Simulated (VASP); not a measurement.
Here is a VASP 6.6.1 calculation.

The input INCAR:

```
SYSTEM = MoS2
PREC = Accurate
ENCUT = 520
EDIFF = 1E-6
ISMEAR = 0
SIGMA = 0.15
LREAL = .FALSE.
LASPH = .TRUE.
NELM = 100
ALGO = Normal
ISIF = 2
LWAVE = .FALSE.
LCHARG = .TRUE.
GGA = CA
LELF = .TRUE.
LVHAR = .TRUE.
NBANDS = 20
```

KPOINTS

```
Automatic mesh
0
G
  10 10 5
  0 0 0
```

POSCAR

```
MoS2
1.0
    3.1838452610      0.0000000000      0.0000000000
   -1.5919221373      2.7572902071      0.0000000000
    0.0000000000      0.0000000000      6.2271588526
Mo S
1 2
Direct
    0.0000000000      0.0000000000      0.5000000000
    0.3333333333      0.6666666667      0.2553190000
    0.6666666667      0.3333333333      0.7446810000
```

Potentials or basis: VASP PAW LDA potentials, release 64 (Mo_sv, S).

Command:

```sh
$ cat potpaw_LDA.64/Mo_sv/POTCAR potpaw_LDA.64/S/POTCAR > POTCAR
$ mpirun -np 1 vasp_std > vasp.out
```

Estimate the pressure.

-0.3 GPa.

Predict the band gap on the k mesh.

zero (band 13 reaches 7.71 eV, above the bottom of band 14 at 6.96 eV).

Forces in eV/Å, atoms in the order of the input:
```
Mo   0.000  0.000  0.000
S    0.000  0.000 -0.531
S    0.000  0.000  0.531
```
